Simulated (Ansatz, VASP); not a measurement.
## Two plane-wave programs on ZnS

```xyz
2
Lattice="3.5537 0.0000 0.0000 -1.7768 3.0776 0.0000 0.0000 0.0000 3.1505" Properties=species:S:1:pos:R:3 pbc="T T T"
Zn    1.7768    1.0259    0.0000
S     0.0000    0.0000    1.5752
```

Change from the starting cell: species swapped into the TiS type (P-6m2, No. 187).

Alike in both runs: task relaxation of cell and atoms; functional PBE; k mesh 18 × 18 × 18; occupations gaussian, width 0.1 eV; no spin polarisation.

```csv
,VASP,Ansatz
version,VASP 6.6.1,Ansatz 0.2.0
potentials or method,"VASP PAW PBE potentials, release 64 (Zn, S), cutoff 500 eV","scalar-relativistic, plane waves, PAW"
valence electrons in the cell,18,18
```

```csv
,VASP,Ansatz,Ansatz less VASP
"gap on the k mesh at the Fermi level, each at its own relaxed structure (eV)",none,none,-
relaxed volume (Å³/atom),17.39,17.36,-0.031
relaxed cell length with the largest relative difference (Å),3.552,3.550,-0.0024
```

A gap of «none» marks a metal or a gap that the smearing closes.
